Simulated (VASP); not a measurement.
Set up this calculation in VASP 6.6.1, as the native input.

| Property | Result |
| --- | --- |
| Task | single point |
| Functional | PBEsol |
| Potentials or basis | VASP PAW PBE potentials, release 64 (Co, Sn_d) |
| Cutoff | 520 eV |
| k mesh | 12 × 12 × 12 |
| Occupations | gaussian, width 0.15 eV |
| Spin | no spin polarisation |
| Dipole correction | no |
| Further INCAR settings | ALGO = Fast; EDIFF = 1e-06; NBANDS = 44 |

The structure of CoSn lies in POSCAR:

```
CoSn
1.0
    5.2197158240      0.0000000000      0.0000000000
   -2.6098579120      4.5204065041      0.0000000000
    0.0000000000      0.0000000000      4.1684718855
Co Sn
3 3
Direct
    0.0000000000      0.5000000000      0.0041421778
    0.5000000000      0.5000000000      0.0041421778
    0.5000000000      0.0000000000      0.0041421778
    0.6666666667      0.3333333333      0.5041123258
    0.3333333333      0.6666666667      0.5041123258
    0.0000000000      0.0000000000     -0.0143937639
```

This cell differs from its parent crystal: atoms displaced along a vibrational mode.

One way to write it, as run:

INCAR

```
ALGO = Fast
EDIFF = 1E-6
ENCUT = 520
GGA = PS
ISIF = 2
ISMEAR = 0
LASPH = T
LCHARG = F
LREAL = F
LWAVE = F
NBANDS = 44
NELM = 80
PREC = Accurate
SIGMA = 0.15
```

KPOINTS

```
k-points
0
Gamma
  12 12 12
```

Potentials or basis: VASP PAW PBE potentials, release 64 (Co, Sn_d).

Run with:

```console
$ cat potpaw_PBE.64/Co/POTCAR potpaw_PBE.64/Sn_d/POTCAR > POTCAR
$ mpirun -np 1 vasp_std > vasp.out
```

Results of the run:

```
Pressure               : 0.0 GPa
Largest force          : 0.302 eV/Å
Band gap on the k mesh : zero (an odd number of electrons rules out a gap without spin polarisation)
```

Caveat: the cell differs from its parent crystal (atoms displaced along a vibrational mode); the PAW data sets were made with another functional, which shifts forces and pressure a little; spin-orbit coupling is left out, which moves the levels of the heavy elements; the run has no spin polarisation, though such a crystal can be magnetic.

Wall time 5 min on 1 thread of AMD EPYC 9R45 (Zen 5) (shared host), peak memory 0.51 GiB.
